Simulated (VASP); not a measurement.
Set up this calculation in VASP 6.6.1, as the native input.

* Task: relaxation of cell and atoms
* Functional: r2SCAN
* Potentials or basis: VASP PAW PBE potentials, release 64 (Ir)
* Cutoff: 600 eV
* k mesh: 14 × 14 × 14
* Occupations: fermi-dirac, width 0.05 eV
* Spin: collinear spin, ferromagnetic start
* Starting moments: [1.0] μB
* Dipole correction: no
* Further INCAR settings: ALGO = Normal; EDIFF = 1e-06; IBRION = 2; EDIFFG = -0.01; NSW = 80; ISIF = 3

Crystal: Ir.

```xyz
1
Lattice="-1.5237 1.5237 1.5237 1.5237 -1.5237 1.5237 1.5237 1.5237 -1.5237" Properties=species:S:1:pos:R:3 pbc="T T T"
Ir    0.0000    0.0000    0.0000
```

One way to write it, as run:

POSCAR

```
Ir
1.0
   -1.5236668997      1.5236668997      1.5236668997
    1.5236668997     -1.5236668997      1.5236668997
    1.5236668997      1.5236668997     -1.5236668997
Ir
1
Direct
    0.0000000000      0.0000000000      0.0000000000
```

INCAR.step1

```
PREC = Accurate
ENCUT = 600
ISMEAR = -1
SIGMA = 0.05
LREAL = F
LASPH = T
NELM = 150
ISPIN = 2
MAGMOM = 1
LMAXMIX = 4
GGA = PE
ALGO = Normal
EDIFF = 1E-4
LWAVE = T
LCHARG = F
```

INCAR.step2

```
PREC = Accurate
ENCUT = 600
EDIFF = 1E-6
ISMEAR = -1
SIGMA = 0.05
LREAL = F
LASPH = T
NELM = 150
ALGO = Normal
ISIF = 3
LWAVE = F
LCHARG = F
ISPIN = 2
MAGMOM = 1
LORBIT = 11
LMAXMIX = 4
METAGGA = R2SCAN
LMIXTAU = T
IBRION = 2
NSW = 80
EDIFFG = -0.01
ISTART = 1
```

KPOINTS

```
Automatic mesh
0
Gamma
  14 14 14
```

Potentials or basis: VASP PAW PBE potentials, release 64 (Ir).

The run is started by

```bash
$ cat potpaw_PBE.64/Ir/POTCAR > POTCAR
$ cp INCAR.step1 INCAR
$ mpirun -np 1 vasp_std > vasp.out
$ cp INCAR.step2 INCAR
$ mpirun -np 1 vasp_std > vasp.out
```

It gave:

```
Relaxed volume                                        : 14.89 Å³/atom
Relaxed cell                                          : a = 2.684 Å, b = 2.684 Å, c = 2.684 Å, α = 109.47°, β = 109.47°, γ = 109.47°
Space group after relaxing (to 0.05 Å)                : Im-3m (No. 229)
Energy gained by relaxing                             : 41.7 meV/atom
Ionic steps                                           : 16
Pressure after relaxing                               : 0.1 GPa
Net moment                                            : 0.69 μB per cell
Site moments                                          : Ir +0.71 μB
Valence electrons inside the program's atomic spheres : Ir 8.25
```

Caveat: the PAW data sets were made with another functional, which shifts forces and pressure a little.

It took 15 min on 1 thread of Oxide Virtual Turin-like Processor, with other jobs on the host, peak memory 0.16 GiB.
